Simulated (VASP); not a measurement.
Input of a VASP 6.6.1 run:

POSCAR

```
Os
1.0
    2.6782863798      0.0000000000      0.0000000000
   -1.3391431899      2.3194640436      0.0000000000
    0.0000000000      0.0000000000      4.2315181138
Os
2
Direct
    0.6666666667      0.3333333333      0.7500000000
    0.3333333333      0.6666666667      0.2500000000
```

INCAR.step1

```
PREC = Accurate
ENCUT = 520
ISMEAR = -1
SIGMA = 0.05
LREAL = F
LASPH = T
NELM = 100
NBANDS = 15
GGA = PE
ALGO = Normal
EDIFF = 1E-4
LWAVE = T
LCHARG = F
```

INCAR.step2

```
PREC = Accurate
ENCUT = 520
EDIFF = 1E-7
ISMEAR = -1
SIGMA = 0.05
LREAL = F
LASPH = T
NELM = 100
ALGO = Normal
ISIF = 2
LWAVE = F
LCHARG = F
METAGGA = R2SCAN
LMIXTAU = T
NBANDS = 15
ISTART = 1
```

The input KPOINTS:

```
regular mesh
0
Gamma
  11 11 6
```

Potentials or basis: VASP PAW PBE potentials, release 64 (Os).

Command:

```sh
$ cat potpaw_PBE.64/Os/POTCAR > POTCAR
$ cp INCAR.step1 INCAR
$ mpirun -np 1 vasp_std > vasp.out
$ cp INCAR.step2 INCAR
$ mpirun -np 1 vasp_std > vasp.out
```

(1) Predict the pressure.

(2) Predict the band gap on the k mesh.

Results:

(1) 34.1 GPa.

(2) zero (bands 8 and 9 overlap by 4.47 eV).

Caveat: the cell stands under pressure; the PAW data sets were made with another functional, which shifts forces and pressure a little; spin-orbit coupling is left out, which moves the levels of the heavy elements.
